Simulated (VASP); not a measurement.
# MoS2 (R3m) in VASP: notebook

MoS2 is run at these levels: PBE, r2SCAN; tasks: single point.

All numbers are computed with VASP 6.6.1; they aren't measurements. Logs are shortened: lines on timing, memory, paths and dates and some standing lists are left out, and cuts for length are marked.

**1. The cell of the first run**

Symmetry: R3m, No. 160, trigonal system. Conventional cell: a = 3.175 Å, b = 3.175 Å, c = 18.582 Å, α = 90.00°, β = 90.00°, γ = 120.00°. Within 3.2 Å of Mo (site symmetry 3m) lie 6 S at 2.40 Å and 6 Mo at 3.18 Å. Within 3.2 Å of S (site symmetry 3m) lie 3 Mo at 2.40 Å and 7 S at 3.11 to 3.18 Å. Within 3.2 Å of S (site symmetry 3m) lie 3 Mo at 2.40 Å and 7 S at 3.11 to 3.18 Å.

**2. Single point, PBE**

INCAR reads:

```
PREC = Accurate
ENCUT = 520
EDIFF = 1E-7
ISMEAR = 0
SIGMA = 0.01
LREAL = F
LASPH = T
NELM = 100
ALGO = Normal
ISIF = 2
LWAVE = F
LCHARG = T
GGA = PE
LELF = T
LVHAR = T
NBANDS = 20
```

KPOINTS reads:

```
Automatic mesh
0
Gamma
  6 6 6
```

POSCAR reads:

```
MoS2
1.0
    1.5875903903      0.9165957392      6.1939349367
   -1.5875903903      0.9165957392      6.1939349367
    0.0000000000     -1.8331914784      6.1939349367
Mo S
1 2
Direct
    0.9997635219      0.9997635219      0.9997635219
    0.4167796977      0.4167796977      0.4167796977
    0.2494577803      0.2494577803      0.2494577803
```

Potentials or basis: VASP PAW PBE potentials, release 64 (Mo_sv, S).

On the command line:

```bash
> cat potpaw_PBE.64/Mo_sv/POTCAR potpaw_PBE.64/S/POTCAR > POTCAR
> mpirun -np 1 vasp_std > vasp.out
```

OUTCAR:

```text
PREC = Accurate
   ENCUT = 520
   EDIFF = 1E-7
   ISMEAR = 0
   LREAL = F
   LASPH = T
   NELM = 100
   ISIF = 2
   GGA = PE

 ion  position               nearest neighbor table
   1  1.000  1.000  1.000-   3 2.40   3 2.40   3 2.40   2 2.40   2 2.40   2 2.40
   2  0.417  0.417  0.417-   1 2.40   1 2.40   1 2.40
   3  0.249  0.249  0.249-   1 2.40   1 2.40   1 2.40

  LATTYP: Found a trigonal (rhomboedric) cell.
 ALAT       =     6.4595217313
 COS(alpha) =     0.8791890801

  Lattice vectors:

 A1 = (   1.5875903903,   0.9165957392,   6.1939349367)
 A2 = (  -1.5875903903,   0.9165957392,   6.1939349367)
 A3 = (   0.0000000000,  -1.8331914784,   6.1939349367)

Analysis of symmetry for initial positions (statically):
=====================================================================
 Subroutine PRICEL returns:
 Original cell was already a primitive cell.

 Routine SETGRP: Setting up the symmetry group for a
 trigonal (rhombohedral) supercell.

 Subroutine GETGRP returns: Found  6 space group operations
 (whereof  6 operations were pure point group operations)
 out of a pool of 12 trial point group operations.

The static configuration has the point symmetry C_3v.

Analysis of symmetry for dynamics (positions and initial velocities):
=====================================================================
 Subroutine PRICEL returns:
 Original cell was already a primitive cell.

 Routine SETGRP: Setting up the symmetry group for a
 trigonal (rhombohedral) supercell.

 Subroutine GETGRP returns: Found  6 space group operations
 (whereof  6 operations were pure point group operations)
 out of a pool of 12 trial point group operations.

The dynamic configuration has the point symmetry C_3v.

 Subroutine INISYM returns: Found  6 space group operations
 (whereof  6 operations are pure point group operations),
 and found     1 'primitive' translations

----------------------------------------------------------------------------------------

                                     Primitive cell

  volume of cell :      54.0797

  direct lattice vectors                    reciprocal lattice vectors
     1.587590390  0.916595739  6.193934937     0.314942697  0.181832251  0.053816086
    -1.587590390  0.916595739  6.193934937    -0.314942697  0.181832251  0.053816086
     0.000000000 -1.833191478  6.193934937     0.000000000 -0.363664502  0.053816086

  length of vectors
     6.459521731  6.459521731  6.459521731     0.367624865  0.367624865  0.367624865

  position of ions in fractional coordinates (direct lattice)
     0.999763522  0.999763522  0.999763522
     0.416779698  0.416779698  0.416779698
     0.249457780  0.249457780  0.249457780

  ion indices of the primitive-cell ions
   primitive index   ion index
                 1           1
                 2           2
                 3           3

----------------------------------------------------------------------------------------

 KPOINTS: Automatic mesh

Automatic generation of k-mesh.
 Grid dimensions read from file:
 generate k-points for:    6    6    6

 Generating k-lattice:

  Cartesian coordinates                     Fractional coordinates (reciprocal lattice)
     0.052490450  0.030305375  0.008969348     0.166666667  0.000000000  0.000000000
    -0.052490450  0.030305375  0.008969348     0.000000000  0.166666667  0.000000000
     0.000000000 -0.060610750  0.008969348     0.000000000  0.000000000  0.166666667

  Length of vectors
     0.061270811  0.061270811  0.061270811

  Shift w.r.t. Gamma in fractional coordinates (k-lattice)
     0.000000000  0.000000000  0.000000000

 Subroutine IBZKPT returns following result:
 ===========================================

 Found     32 irreducible k-points:

 Following reciprocal coordinates:
            Coordinates               Weight
  0.000000  0.000000  0.000000      1.000000
  0.166667  0.000000  0.000000      6.000000
  0.333333  0.000000  0.000000      6.000000
  0.500000  0.000000 -0.000000      3.000000
  0.166667  0.166667  0.000000      6.000000
  0.333333  0.166667  0.000000     12.000000
[... 16 lines left out ...]
  0.500000  0.500000  0.166667      6.000000
 -0.333333  0.500000  0.166667     12.000000
 [... further k-points ...]
   k-points           NKPTS =     32   k-points in BZ     NKDIM =     32   number of bands    NBANDS=     20
   number of dos      NEDOS =    301   number of ions     NIONS =      3
   total plane-waves  NPLWV = 110592
   dimension x,y,z NGX =    48 NGY =   48 NGZ =   48
   dimension x,y,z NGXF=    96 NGYF=   96 NGZF=   96
   ions per type =               1   2
   NGX,Y,Z   is equivalent  to a cutoff of  12.35, 12.35, 12.35 a.u.
   NGXF,Y,Z  is equivalent  to a cutoff of  24.71, 24.71, 24.71 a.u.
 SYSTEM =  unknown system
   PREC   = accura    normal or accurate (medium, high low for compatibility)
   ISTART =      0    job   : 0-new  1-cont  2-samecut
   ICHARG =      2    charge: 1-file 2-atom 10-const
   ISPIN  =      1    spin polarized calculation?
   LNONCOLLINEAR =      F non collinear calculations
   LSORBIT =      F    spin-orbit coupling
   LASPH  =      T    aspherical Exc in radial PAW
   ENCUT  =  520.0 eV  38.22 Ry    6.18 a.u.  12.01 12.01 12.01*2*pi/ulx,y,z
   NELM   =    100;   NELMIN=  2; NELMDL= -5     # of ELM steps
   EDIFF  = 0.1E-06   stopping-criterion for ELM
   LREAL  =      F    real-space projection
   EDIFFG = 0.1E-05   stopping-criterion for IOM
   NSW    =      0    number of steps for IOM
   IBRION =     -1    ionic relax: 0-MD 1-quasi-New 2-CG
   NFREE  =      0    steps in history (QN), initial steepest desc. (CG)
   ISIF   =      2    stress and relaxation
   ISYM   =      2    0-nonsym 1-usesym 2-fastsym
   POTIM  = 0.5000    time-step for ionic-motion
   TEBEG  =    0.0;   TEEND  =   0.0 temperature during run
   PSTRESS=    0.0 pullay stress
   NELECT =      26.0000    total number of electrons
   NUPDOWN=      -1.0000    fix difference up-down
   EMIN   =  10.00;   EMAX   =-10.00  energy-range for DOS
   EFERMI =   0.00;   METHOD = LEGACY
   ISMEAR =     0;   SIGMA  =   0.01  broadening in eV -4-tet -1-fermi 0-gaus
   EFERMI_NEDOS =   21; number of points for ismear=-14 and -15
   IALGO  =     38    algorithm
   IMIX   =      4    mixing-type and parameters
     AMIX     =   0.40;   BMIX     =  1.00
     AMIX_MAG =   1.60;   BMIX_MAG =  1.00
  volume/ion in A,a.u.               =      18.03       121.65
  Fermi-wavevector in a.u.,A,eV,Ry     =   1.282492  2.423558 22.378657  1.644785
  Thomas-Fermi vector in A             =   2.414800
   LORBIT       =      0    0 simple, 1 ext, 2 COOP (PROOUT), +10 PAW based schemes
   GGA     = PE    functional components
   LHFCALC =     F    Hartree Fock is set to
   AEXX    =    0.0000 exact exchange contribution
   IVDW    =     0    specifies the selected vdW correction
   LEPSILON=     F    determine dielectric tensor
   LRPA    =     F    only Hartree local field effects (RPA)
 non-spin polarized calculation
 Gauss-broadening in eV      SIGMA  =   0.01
  energy-cutoff  :      520.00
  volume of cell :       54.08
 maximum number of plane-waves:      1469
   NGX = 23   NGY = 23   NGZ = 23

 number of electron      25.9999998 magnetization

 Free energy of the ion-electron system (eV)
  ---------------------------------------------------
  ext. energy  EPLUGINS =         0.00000000
  ---------------------------------------------------
  free energy    TOTEN  =       -21.81307783 eV

  energy without entropy =      -21.81307783  energy(sigma->0) =      -21.81307783

 E-fermi :   7.6296     XC(G=0): -10.7468

 val. band max:        7.3989589663   @ k =   0.5000   0.5000   0.5000
 cond. band min:       8.3677424381   @ k =  -0.1667   0.1667   0.0000
 fundamental gap:      0.9687834718
 Fermi energy:         7.6295760454

 k-point     1 :       0.0000    0.0000    0.0000
  band No.  band energies     occupation
      1     -54.1367      2.00000
      2     -28.2883      2.00000
      3     -28.0722      2.00000
      4     -28.0722      2.00000
      5      -7.5590      2.00000
      6      -5.9111      2.00000
[... 12 lines left out ...]
     19      15.5268      0.00000
     20      15.8823      0.00000

 k-point     2 :       0.1667    0.0000    0.0000
  band No.  band energies     occupation
      1     -54.1270      2.00000
      2     -28.2691      2.00000
      3     -28.1699      2.00000
      4     -28.0945      2.00000
      5      -7.1513      2.00000
      6      -5.7816      2.00000
[... 12 lines left out ...]
     19      16.0248      0.00000
     20      16.5696      0.00000

 k-point     3 :       0.3333    0.0000    0.0000
  band No.  band energies     occupation
      1     -54.1076      2.00000
      2     -28.3607      2.00000
      3     -28.2304      2.00000
      4     -28.1387      2.00000
      5      -6.1936      2.00000
      6      -5.4835      2.00000
[... 12 lines left out ...]
     19      14.8222      0.00000
     20      15.2217      0.00000

 k-point     4 :       0.5000    0.0000   -0.0000
  band No.  band energies     occupation
      1     -54.0979      2.00000
      2     -28.4540      2.00000
      3     -28.2110      2.00000
      4     -28.1606      2.00000
      5      -5.5882      2.00000
      6      -5.3148      2.00000
[... 12 lines left out ...]
     19      14.2555      0.00000
     20      14.8016      0.00000

 k-point     5 :       0.1667    0.1667    0.0000
  band No.  band energies     occupation
      1     -54.1270      2.00000
      2     -28.2691      2.00000
      3     -28.1699      2.00000
      4     -28.0945      2.00000
      5      -7.1349      2.00000
      6      -5.8095      2.00000
[... 12 lines left out ...]
     19      16.0891      0.00000
     20      16.4729      0.00000

 k-point     6 :       0.3333    0.1667    0.0000
  band No.  band energies     occupation
      1     -54.1125      2.00000
      2     -28.2955      2.00000
      3     -28.2402      2.00000
      4     -28.1462      2.00000
      5      -6.4326      2.00000
      6      -5.5982      2.00000
[... 12 lines left out ...]
     19      15.8427      0.00000
     20      16.4502      0.00000

 k-point     7 :       0.5000    0.1667    0.0000
  band No.  band energies     occupation
      1     -54.0979      2.00000
      2     -28.4064      2.00000
      3     -28.2111      2.00000
      4     -28.2102      2.00000
      5      -5.5972      2.00000
      6      -5.3123      2.00000
[... 12 lines left out ...]
     19      15.5881      0.00000
     20      15.9984      0.00000
[... 277 lines left out ...]
 k-point    20 :       0.5000    0.3333    0.1667
  band No.  band energies     occupation
      1     -54.1125      2.00000
      2     -28.2955      2.00000
      3     -28.2402      2.00000
      4     -28.1462      2.00000
      5      -6.3343      2.00000
      6      -5.7278      2.00000
[... 12 lines left out ...]
     19      16.0378      0.00000
     20      16.6238      0.00000

 k-point    21 :      -0.3333    0.3333    0.1667
  band No.  band energies     occupation
      1     -54.0979      2.00000
      2     -28.4064      2.00000
      3     -28.2111      2.00000
      4     -28.2102      2.00000
      5      -5.5450      2.00000
      6      -5.3706      2.00000
[... 12 lines left out ...]
     19      15.8397      0.00000
     20      16.0705      0.00000

 k-point    22 :      -0.1667    0.3333    0.1667
  band No.  band energies     occupation
      1     -54.0979      2.00000
      2     -28.4064      2.00000
      3     -28.2111      2.00000
      4     -28.2102      2.00000
      5      -5.6060      2.00000
      6      -5.3047      2.00000
[... 12 lines left out ...]
     19      15.5045      0.00000
     20      16.0780      0.00000

 k-point    23 :       0.5000    0.5000    0.1667
  band No.  band energies     occupation
      1     -54.1076      2.00000
      2     -28.3607      2.00000
      3     -28.2305      2.00000
      4     -28.1387      2.00000
      5      -6.0478      2.00000
      6      -5.6654      2.00000
[... 12 lines left out ...]
     19      15.0660      0.00000
     20      15.9991      0.00000

 k-point    24 :      -0.3333    0.5000    0.1667
  band No.  band energies     occupation
      1     -54.0979      2.00000
      2     -28.4064      2.00000
      3     -28.2111      2.00000
      4     -28.2102      2.00000
      5      -5.5097      2.00000
      6      -5.4096      2.00000
[... 12 lines left out ...]
     19      15.5696      0.00000
     20      15.9411      0.00000

 [... further k-points ...]

------------------------ aborting loop because EDIFF is reached ----------------------------------------

  FORCE on cell =-STRESS in cart. coord.  units (eV):
  Direction    XX          YY          ZZ          XY          YZ          ZX
  --------------------------------------------------------------------------------------
  -------------------------------------------------------------------------------------
  Total        0.6094802      0.6094802      1.0694594      0.0000000      0.0000000      0.0000000
  in kB       18.0566000     18.0566000     31.6840512      0.0000000      0.0000000      0.0000000
  external PRESSURE =      22.5990837 kB  Pullay stress =       0.0000000 kB

 VOLUME and BASIS-vectors are now :
 -----------------------------------------------------------------------------
  energy-cutoff  :      520.00
  volume of cell :       54.08
      direct lattice vectors                 reciprocal lattice vectors
     1.587590390  0.916595739  6.193934937     0.314942697  0.181832251  0.053816086
    -1.587590390  0.916595739  6.193934937    -0.314942697  0.181832251  0.053816086
     0.000000000 -1.833191478  6.193934937     0.000000000 -0.363664502  0.053816086

 POSITION                                       TOTAL-FORCE (eV/Angst)
 -----------------------------------------------------------------------------------
      0.00000      0.00000     18.57741         0.000000      0.000000      0.001270
      0.00000      0.00000      7.74452         0.000000     -0.000000      0.101579
      0.00000      0.00000      4.63538         0.000000      0.000000     -0.102849
 -----------------------------------------------------------------------------------
    total drift:                               -0.000000     -0.000000     -0.000166

  FREE ENERGIE OF THE ION-ELECTRON SYSTEM (eV)
  ---------------------------------------------------
  free  energy   TOTEN  =       -21.8130778302 eV

  energy  without entropy=      -21.8130778302  energy(sigma->0) =      -21.81307783
```

Run time: 4.1 min. Hardware: 1 thread of AMD EPYC 7R13, shared host; peak memory 0.28 GiB.

Results:

| Property | Result |
| --- | --- |
| Free energy | -21.8131 eV |
| Pressure | 2.3 GPa |
| Largest force | 0.103 eV/Å |
| Band gap on the k mesh | 0.97 eV, indirect (least direct gap 1.69 eV) |

Forces on the atoms (eV/Å):
```
Mo   0.000  0.000  0.001
S    0.000  0.000  0.102
S    0.000  0.000 -0.103
```

Stress tensor (GPa, compression positive):
```
1.81 0.00 0.00
0.00 1.81 0.00
0.00 0.00 3.17
```

A k mesh can miss the band edges. PBE gaps usually lie below the measured ones, often by a third to a half.

**3. Single point, PBE**

INCAR reads:

```
SYSTEM = MoS2
PREC     = Accurate       ! precision mode
ENCUT    = 520            ! plane-wave cutoff, eV
EDIFF    = 1E-6           ! SCF threshold, eV
ISMEAR   = 0              ! smearing method
SIGMA    = 0.01           ! smearing width, eV
LREAL    = .False.        ! projectors in reciprocal space
LASPH    = .True.         ! aspherical terms in the spheres
NELM     = 80             ! most SCF steps
ALGO     = Normal         ! electronic algorithm
ISIF     = 2              ! what is computed and relaxed
LWAVE    = .False.        ! write WAVECAR
LCHARG   = .False.        ! write CHGCAR
GGA      = PE             ! functional
NBANDS   = 20             ! bands
```

KPOINTS reads:

```
regular mesh
0
Gamma
  6 6 6
  0 0 0
```

POSCAR is that of step 2.

Potentials or basis: VASP PAW PBE potentials, release 64 (Mo_sv, S).

On the command line:

```bash
> cat potpaw_PBE.64/Mo_sv/POTCAR potpaw_PBE.64/S/POTCAR > POTCAR
> mpirun -np 1 vasp_std > vasp.out
```

Run time: 3.2 min. Hardware: 1 thread of AMD EPYC 7R13, shared host; peak memory 0.28 GiB.

The run converged. Its results:

```yaml
Free_energy: -21.8131 eV
Pressure: 2.3 GPa
Largest_force: 0.103 eV/Å
Band_gap_on_the_k_mesh: 0.97 eV, indirect (least direct gap 1.69 eV)
```

Forces in eV/Å, atoms in the order of the input:
```
Mo   0.000  0.000  0.001
S    0.000  0.000  0.101
S    0.000  0.000 -0.103
```

Stress tensor (GPa, compression positive):
```
1.81 0.00 0.00
0.00 1.81 0.00
0.00 0.00 3.17
```

Levels at points of the mesh, in eV from the valence-band top:
```csv
k point,band 10,band 11,band 12,band 13,band 14,band 15,band 16,band 17
"(0.00, 0.00, 0.00)",-2.23,-2.23,-1.25,-1.12,2.04,2.04,2.41,2.41
"(0.50, 0.00, 0.00)",-3.93,-2.33,-1.60,-1.42,1.60,2.02,3.46,3.47
"(0.50, 0.50, 0.00)",-3.86,-2.87,-1.78,-1.26,1.56,2.14,3.02,3.86
"(0.50, 0.50, 0.50)",-3.35,-2.21,-2.21,0.00,2.13,2.13,2.29,2.29
```

A k mesh can miss the band edges. A hybrid or GW would open this gap; PBE tends to underestimate it.

**4. Single point, r2SCAN**

POSCAR is that of step 3.

INCAR.step1 reads:

```
  ALGO = Normal
  EDIFF = 1E-4
  ENCUT = 520
  GGA = PE
  ISMEAR = 0
  LASPH = T
  LCHARG = F
  LREAL = F
  LWAVE = T
  NBANDS = 20
  NELM = 100
  PREC = Accurate
  SIGMA = 0.01
```

INCAR.step2 reads:

```
  ALGO = Normal
  EDIFF = 1E-7
  ENCUT = 520
  ISIF = 2
  ISMEAR = 0
  ISTART = 1
  LASPH = T
  LCHARG = F
  LMIXTAU = T
  LREAL = F
  LWAVE = F
  METAGGA = R2SCAN
  NBANDS = 20
  NELM = 100
  PREC = Accurate
  SIGMA = 0.01
```

KPOINTS reads:

```
k-points
0
Gamma
  6 6 6
```

On the command line:

```bash
> cat potpaw_PBE.64/Mo_sv/POTCAR potpaw_PBE.64/S/POTCAR > POTCAR
> cp INCAR.step1 INCAR
> mpirun -np 1 vasp_std > vasp.out
> cp INCAR.step2 INCAR
> mpirun -np 1 vasp_std > vasp.out
```

Run time: 16 min. Hardware: 1 thread of AMD EPYC 7R13, shared host; peak memory 0.33 GiB.

It converged, with:

| Item | Value |
| --- | --- |
| Free energy | -45.0277 eV |
| Pressure | 1.2 GPa |
| Largest force | 0.047 eV/Å |
| Band gap on the k mesh | 1.05 eV, indirect (least direct gap 1.80 eV) |

Forces in eV/Å, atoms in the order of the input:
```
Mo   0.000  0.000 -0.001
S    0.000  0.000 -0.046
S    0.000  0.000  0.047
```

Stress tensor (GPa, compression positive):
```
1.27 0.00 0.00
0.00 1.27 0.00
0.00 0.00 1.07
```

Levels at points of the mesh, in eV from the valence-band top:
```csv
k point,band 10,band 11,band 12,band 13,band 14,band 15,band 16,band 17
"(0.00, 0.00, 0.00)",-2.39,-2.39,-1.37,-1.15,2.17,2.17,2.54,2.54
"(0.50, 0.00, 0.00)",-4.15,-2.48,-1.75,-1.48,1.71,2.13,3.64,3.73
"(0.50, 0.50, 0.00)",-4.08,-3.04,-1.93,-1.32,1.66,2.25,3.27,4.05
"(0.50, 0.50, 0.50)",-3.53,-2.36,-2.36,0.00,2.26,2.26,2.41,2.41
```

Caveat: the PAW data sets were made with another functional, which shifts forces and pressure a little.
